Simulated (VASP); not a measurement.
Set up this calculation in VASP 6.6.1, as the native input.

| Property | Result |
| --- | --- |
| Task | single point |
| Functional | PBE |
| Potentials or basis | VASP PAW PBE potentials, release 64 (Mg, S) |
| Cutoff | 520 eV |
| k mesh | 8 × 8 × 8 |
| Occupations | gaussian, width 0.05 eV |
| Spin | no spin polarisation |
| Dipole correction | no |
| Further INCAR settings | ALGO = Normal; EDIFF = 1e-06; NBANDS = 11 |

The structure of MgS lies in POSCAR:

```
MgS
1.0
    0.0000000000      2.6796995000      2.5236005000
    2.6796995000      0.0000000000      2.5236005000
    2.6796995000      2.6796995000      0.0000000000
Mg S
1 1
Direct
    0.0000000000      0.0000000000      0.0000000000
    0.5000000000      0.5000000000      0.5000000000
```

This cell differs from its parent crystal: strain +0.030 along x and y, -0.030 along z.

These files were run (other wordings do the same):

INCAR

```
PREC     = Accurate       # precision mode
ENCUT    = 520            # plane-wave cutoff, eV
EDIFF    = 1E-6           # SCF threshold, eV
ISMEAR   = 0              # smearing method
SIGMA    = 0.05           # smearing width, eV
LREAL    = False          # projectors in reciprocal space
LASPH    = True           # aspherical terms in the spheres
NELM     = 100            # most SCF steps
ALGO     = Normal         # electronic algorithm
ISIF     = 2              # what is computed and relaxed
LWAVE    = False          # write WAVECAR
LCHARG   = False          # write CHGCAR
GGA      = PE             # functional
NBANDS   = 11             # bands
```

KPOINTS

```
Automatic mesh
0
Gamma
  8 8 8
```

Potentials or basis: VASP PAW PBE potentials, release 64 (Mg, S).

Launch:

```bash
$ cat potpaw_PBE.64/Mg/POTCAR potpaw_PBE.64/S/POTCAR > POTCAR
$ mpirun -np 1 vasp_std > vasp.out
```

Results of the run:

```yaml
Pressure: -0.7 GPa
Band_gap_on_the_k_mesh: 2.48 eV, indirect (least direct gap 3.40 eV)
```

Caveat: the cell differs from its parent crystal (strain +0.030 along x and y, -0.030 along z).

It took 29 s on 1 thread of Intel Xeon 8259CL (shared host), peak memory 0.17 GiB.
